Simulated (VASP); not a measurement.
A run of VASP 6.6.1 is set up as follows.

The input INCAR:

```
SYSTEM = TiSi16
ALGO = Normal
EDIFF = 1E-6
ENCUT = 520
GGA = PS
ISIF = 2
ISMEAR = 0
LASPH = .True.
LCHARG = .False.
LREAL = Auto
LWAVE = .False.
NBANDS = 52
NELM = 100
PREC = Accurate
SIGMA = 0.05
```

KPOINTS

```
k-points
0
Gamma
  2 2 2
  0 0 0
```

Contents of POSCAR:

```
TiSi16
1.0
    0.0000000000      5.4300000000      5.4300000000
    5.4300000000      0.0000000000      5.4300000000
    5.4300000000      5.4300000000      0.0000000000
Si Ti
16 1
Direct
   -0.0024557796     -0.0034744560      0.0033102676
    0.1213535276      0.1207778079      0.1371971421
    0.0002528769     -0.0001495167      0.5003208181
    0.1215128467      0.1206829759      0.6213273527
   -0.0024491685      0.5027726137      0.0032641752
    0.1302739237      0.6230524252      0.1237448356
   -0.0024962928      0.5027228181      0.4972464244
    0.1214615083      0.6367183270      0.6212833790
    0.5033393497     -0.0032577772      0.0032969021
    0.6240044314      0.1291057098      0.1237969202
    0.5034299723     -0.0034428807      0.4973166530
    0.6371768604      0.1208416255      0.6212396796
    0.5006949508      0.4995179686      0.0003821446
    0.6240015839      0.6232143332      0.1237969165
    0.5033797995      0.5028454682      0.4973267703
    0.6239821926      0.6230843402      0.6299693288
    0.2503500171      0.2497756173      0.7502916902
```

Potentials or basis: VASP PAW PBE potentials, release 64 (Si, Ti_sv).

Run with:

```sh
$ cat potpaw_PBE.64/Si/POTCAR potpaw_PBE.64/Ti_sv/POTCAR > POTCAR
$ mpirun -np 1 vasp_std > vasp.out
```

(1) What does it give for the largest force?

(2) Estimate the pressure.

Answers

(1) 0.006 eV/Å.

(2) 2.1 GPa.

Caveat: the k points lie up to 0.50 Å⁻¹ apart; the PAW data sets were made with another functional, which shifts forces and pressure a little.
